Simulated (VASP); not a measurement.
# Rh (Fm-3m) in VASP: a series of runs, part 2 of 2

VASP 6.6.1. The steps go on from the part before.

## (3) Relaxation of cell and atoms, RPBE

This run uses another cell than the first one, of 13.67 Å³/atom, 0.923 times its volume.

Contents of INCAR:

```
SYSTEM = Rh
PREC = Accurate
ENCUT = 600
EDIFF = 1E-6
ISMEAR = -1
SIGMA = 0.05
LREAL = .False.
LASPH = .True.
NELM = 100
ALGO = Fast
ISIF = 3
LWAVE = .False.
LCHARG = .False.
GGA = RP
IBRION = 2
NSW = 60
EDIFFG = -0.01
```

Contents of KPOINTS:

```
Automatic mesh
0
Gamma
  12 12 12
  0 0 0
```

Contents of POSCAR:

```
Rh
1.0
    0.0000000000      1.8978500000      1.8978500000
    1.8978500000      0.0000000000      1.8978500000
    1.8978500000      1.8978500000      0.0000000000
Rh
1
Direct
    0.0000000000      0.0000000000      0.0000000000
```

Potentials or basis: VASP PAW PBE potentials, release 64 (Rh_pv).

On the command line:

```
$ cat potpaw_PBE.64/Rh_pv/POTCAR > POTCAR
$ mpirun -np 1 vasp_std > vasp.out
```

OUTCAR:

```text
SYSTEM = Rh
   PREC = Accurate
   ENCUT = 600
   EDIFF = 1E-6
   ISMEAR = -1
   LREAL = .False.
   LASPH = .True.
   NELM = 100
   ISIF = 3
   GGA = RP
   IBRION = 2
   NSW = 60
   EDIFFG = -0.01

 ion  position               nearest neighbor table
   1  0.000  0.000  0.000-

  LATTYP: Found a face centered cubic cell.
 ALAT       =     3.7957000000

  Lattice vectors:

 A1 = (   0.0000000000,   1.8978500000,   1.8978500000)
 A2 = (   1.8978500000,   0.0000000000,   1.8978500000)
 A3 = (   1.8978500000,   1.8978500000,   0.0000000000)

Analysis of symmetry for initial positions (statically):
[... 33 lines left out ...]
                                     Primitive cell

  volume of cell :      13.6715

  direct lattice vectors                    reciprocal lattice vectors
     0.000000000  1.897850000  1.897850000    -0.263456016  0.263456016  0.263456016
     1.897850000  0.000000000  1.897850000     0.263456016 -0.263456016  0.263456016
     1.897850000  1.897850000  0.000000000     0.263456016  0.263456016 -0.263456016
[... 182 lines left out ...]
      5       7.1312      2.00000
      6       7.1312      2.00000
      7       7.1312      2.00000
      8       8.7879      2.00000
      9       8.7879      2.00000
     10      25.6099      0.00000
     11      30.3213      0.00000
[... 391 lines left out ...]
--------------------------------------- Ionic step        4  -------------------------------------------

 number of electron      14.9999998 magnetization

 Free energy of the ion-electron system (eV)
  ---------------------------------------------------
  ext. energy  EPLUGINS =         0.00000000
  ---------------------------------------------------
  free energy    TOTEN  =        -6.62180738 eV

  energy without entropy =       -6.61241799  energy(sigma->0) =       -6.61711269

 E-fermi :  11.2838     XC(G=0): -13.6830

 val. band max:       11.2113791702   @ k =  -0.3333   0.3333   0.0000
 cond. band min:      11.3093969431   @ k =   0.3333   0.1667   0.0000
 fundamental gap:      0.0980177728
 Fermi energy:        11.2837924941

 k-point     1 :       0.0000    0.0000    0.0000
  band No.  band energies     occupation
      1     -35.0522      2.00000
      2     -35.0522      2.00000
      3     -35.0522      2.00000
      4       3.6502      2.00000
      5       8.3830      2.00000
      6       8.3830      2.00000
      7       8.3830      2.00000
      8      10.3305      2.00000
      9      10.3305      2.00000
     10      27.3092      0.00000
     11      32.5690      0.00000
[... 350 lines left out ...]
  FREE ENERGIE OF THE ION-ELECTRON SYSTEM (eV)
  ---------------------------------------------------
  free  energy   TOTEN  =        -6.6218073840 eV

  energy  without entropy=       -6.6124179902  energy(sigma->0) =       -6.61711269

 reached required accuracy - stopping structural energy minimisation
```

OSZICAR:

```text
N       E                     dE             d eps       ncg     rms          rms(c)
DAV:   1     0.125762824511E+03    0.12576E+03   -0.10442E+04  1584   0.163E+03
DAV:   2    -0.545826988742E+01   -0.13122E+03   -0.12597E+03  1626   0.411E+02
DAV:   3    -0.704178353200E+01   -0.15835E+01   -0.15764E+01  1836   0.512E+01
[... 35 lines left out ...]
DAV:   1    -0.662248226495E+01   -0.70443E-03   -0.98396E-03  1773   0.164E+00    0.179E-01
RMM:   2    -0.662179781846E+01    0.68445E-03   -0.16430E-03  1584   0.490E-01    0.320E-02
RMM:   3    -0.662180057180E+01   -0.27533E-05   -0.61090E-05  1584   0.900E-02    0.193E-02
RMM:   4    -0.662180749184E+01   -0.69200E-05   -0.95370E-06  1580   0.437E-02    0.313E-03
RMM:   5    -0.662180738401E+01    0.10783E-06   -0.12384E-06   939   0.171E-02
   4 F= -.66218074E+01 E0= -.66171127E+01  d E =-.222760E-01
```

Run time: 16 s. Hardware: 1 thread of Intel Xeon 6975P-C (Granite Rapids), shared host; peak memory 0.15 GiB.

Results:

| Quantity | Value |
| --- | --- |
| Free energy | -6.6218 eV |
| Relaxed volume | 14.30 Å³/atom |
| Relaxed cell | a = 2.724 Å, b = 2.724 Å, c = 2.724 Å, α = 60.00°, β = 60.00°, γ = 60.00° |
| Space group after relaxing (to 0.05 Å) | Fm-3m (No. 225) |
| Energy gained by relaxing | 22.3 meV/atom |
| Ionic steps | 4 |
| Pressure after relaxing | -0.1 GPa |

The path:
| step | energy change (eV) | largest force (eV/Å) | pressure (GPa) | volume (Å³) |
| --- | --- | --- | --- | --- |
| 1 | 0.0000 | 0.0000 | 12.07 | 13.67 |
| 2 | 0.0743 | 0.0000 | -18.31 | 15.81 |
| 3 | -0.0222 | 0.0000 | -0.38 | 14.32 |
| 4 | -0.0223 | 0.0000 | -0.07 | 14.30 |

Final structure:
```
CELL_PARAMETERS angstrom
0.00000 1.92642 1.92642
1.92642 0.00000 1.92642
1.92642 1.92642 0.00000
ATOMIC_POSITIONS crystal
Rh 0.00000 0.00000 0.00000
```

Caveat: the PAW data sets were made with another functional, which shifts forces and pressure a little. RPBE and its kin give volumes clearly too large for solids.

## (4) Relaxation of cell and atoms, revPBE

This run uses another cell than the first one, of 13.67 Å³/atom, 0.923 times its volume.

Contents of INCAR:

```
PREC = Accurate
ENCUT = 600
EDIFF = 1E-6
ISMEAR = -1
SIGMA = 0.05
LREAL = False
LASPH = True
NELM = 100
ALGO = Normal
ISIF = 3
LWAVE = False
LCHARG = False
GGA = RE
IBRION = 2
NSW = 60
EDIFFG = -0.01
```

Contents of KPOINTS:

```
Automatic mesh
0
Gamma
  12 12 12
```

POSCAR is that of step 3.

On the command line:

```
$ cat potpaw_PBE.64/Rh_pv/POTCAR > POTCAR
$ mpirun -np 1 vasp_std > vasp.out
```

It took 13 s on 1 thread of Intel Xeon 6975P-C (Granite Rapids), shared host; peak memory 0.15 GiB.

The run converged. Its results:

```
Free energy                            : -6.7562 eV
Relaxed volume                         : 14.22 Å³/atom
Relaxed cell                           : a = 2.719 Å, b = 2.719 Å, c = 2.719 Å, α = 60.00°, β = 60.00°, γ = 60.00°
Space group after relaxing (to 0.05 Å) : Fm-3m (No. 225)
Energy gained by relaxing              : 17.4 meV/atom
Ionic steps                            : 4
Pressure after relaxing                : 0.0 GPa
```

The path:
```csv
step,energy change (eV),largest force (eV/Å),pressure (GPa),volume (Å³)
1,0.0000,0.0000,10.77,13.67
2,0.0637,0.0000,-17.37,15.57
3,-0.0174,0.0000,-0.31,14.24
4,-0.0174,0.0000,-0.02,14.22
```

Final structure:
```
Rh
1.0
     0.00000    1.92290    1.92290
     1.92290    0.00000    1.92290
     1.92290    1.92290    0.00000
Rh
1
Cartesian
  0.0000 0.0000 0.0000
```

Levels at points of the mesh, in eV from the Fermi level:
| k point | band 5 | band 6 | band 7 | band 8 | band 9 | band 10 |
| --- | --- | --- | --- | --- | --- | --- |
| (0.00, 0.00, 0.00) | -2.93 | -2.93 | -2.93 | -0.96 | -0.96 | 16.02 |
| (0.50, 0.00, 0.00) | -3.00 | -3.00 | 0.51 | 0.51 | 0.79 | 8.31 |
| (0.50, 0.50, 0.00) | -5.65 | 0.48 | 0.91 | 0.91 | 3.25 | 11.86 |

Caveat: the PAW data sets were made with another functional, which shifts forces and pressure a little. revPBE gives volumes clearly too large for solids.

## (5) Single point, PBEsol

This run uses another cell than the first one, of 13.67 Å³/atom, 0.923 times its volume.

Contents of INCAR:

```
ALGO = Fast ; EDIFF = 1E-7
ENCUT = 520 ; GGA = PS
ISIF = 2 ; ISMEAR = 0
LASPH = T ; LCHARG = F
LREAL = F ; LWAVE = F
NBANDS = 14 ; NELM = 60
PREC = Accurate ; SIGMA = 0.02
```

Contents of KPOINTS:

```
k-points
0
Gamma
  12 12 12
```

POSCAR is that of step 4.

On the command line:

```
$ cat potpaw_PBE.64/Rh_pv/POTCAR > POTCAR
$ mpirun -np 1 vasp_std > vasp.out
```

Wall time 9 s (1 thread of Intel Xeon 6975P-C, shared host); peak memory 0.13 GiB.

Results (log left out):

```yaml
Free_energy: -8.1398 eV
Pressure: -3.9 GPa
```

Levels at points of the mesh, in eV from the Fermi level:
```tsv
k point	band 3	band 4	band 5	band 6	band 7	band 8	band 9	band 10	band 11	band 12
(0.00, 0.00, 0.00)	-46.42	-8.15	-3.19	-3.19	-3.19	-1.06	-1.06	15.88	20.26	21.36
(0.50, 0.00, 0.00)	-46.52	-6.27	-3.26	-3.26	0.52	0.52	0.60	8.59	15.39	20.26
(0.50, 0.50, 0.00)	-46.69	-6.46	-6.09	0.50	0.94	0.94	3.13	12.24	13.21	13.21
```

Caveat: the PAW data sets were made with another functional, which shifts forces and pressure a little.

## (6) The runs side by side

```tsv
task	level	cell	cutoff (eV)	smearing	gap on the mesh (eV)	pressure (GPa)	relaxed volume (Å³/atom)
single point	BLYP	a = 2.757 Å, angles 60.0°, 1 atom	520	fermi-dirac 0.05 eV	none	0.5	-
relaxation of cell and atoms	RPBE	relaxed from a = 2.684 Å, angles 60.0°, 1 atom	600	fermi-dirac 0.05 eV	none	-0.1	14.30
relaxation of cell and atoms	revPBE	relaxed from a = 2.684 Å, angles 60.0°, 1 atom	600	fermi-dirac 0.05 eV	none	0.0	14.22
single point	PBEsol	a = 2.684 Å, angles 60.0°, 1 atom	520	gaussian 0.02 eV	none	-3.9	-
```

Alike in all rows: potentials or basis VASP PAW PBE potentials, release 64 (Rh_pv); no spin polarisation; k mesh 12 × 12 × 12.

Caveats: the PAW data sets were made with another functional, which shifts forces and pressure a little.

Total energies depend on the potentials used, so only differences within one code and one set of settings carry meaning.
